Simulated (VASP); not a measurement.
Wanted: the native input for a VASP 6.6.1 run.

```
Task                   : single point
Functional             : BLYP
Potentials or basis    : VASP PAW PBE potentials, release 64 (Co)
Cutoff                 : 520 eV
k mesh                 : 14 × 14 × 14
Occupations            : fermi-dirac, width 0.05 eV
Spin                   : collinear spin, ferromagnetic start
Starting moments       : [1.7] μB
Dipole correction      : no
Further INCAR settings : ALGO = Normal; EDIFF = 1e-06; NBANDS = 14
```

The structure of Co lies in POSCAR:

```
Co
1.0
    2.3772932314      0.0000000000      0.0000000000
    0.0000000000      2.3772932314      0.0000000000
    0.0000000000      0.0000000000      2.3772932314
Co
1
Direct
    0.0000000000      0.0000000000      0.0000000000
```

These files were run (other wordings do the same):

INCAR

```
AGGAC = 1.0 ; AGGAX = 1.0
ALDAC = 0.0 ; ALDAX = 1.0
ALGO = Normal ; EDIFF = 1E-6
ENCUT = 520 ; GGA = B5
ISIF = 2 ; ISMEAR = -1
ISPIN = 2 ; LASPH = True
LCHARG = True ; LELF = True
LMAXMIX = 4 ; LORBIT = 11
LREAL = False ; LVHAR = True
LWAVE = False ; MAGMOM = 1.7
NBANDS = 14 ; NELM = 150
PREC = Accurate ; SIGMA = 0.05
```

KPOINTS

```
k-points
0
Gamma
  14 14 14
```

Potentials or basis: VASP PAW PBE potentials, release 64 (Co).

Run with:

```bash
$ cat potpaw_PBE.64/Co/POTCAR > POTCAR
$ mpirun -np 1 vasp_std > vasp.out
```

It gave:

| Property | Result |
| --- | --- |
| Pressure | -0.3 GPa |
| Net moment | 1.88 μB per cell |
| Site moments | Co +1.88 μB |
| Valence electrons inside the program's atomic spheres | Co 8.13 |

Caveat: the PAW data sets were made with another functional, which shifts forces and pressure a little.

It took 31 s on 1 thread of Intel(R) Xeon(R) Platinum 8559C (Emerald Rapids), with other jobs on the host, peak memory 0.14 GiB.
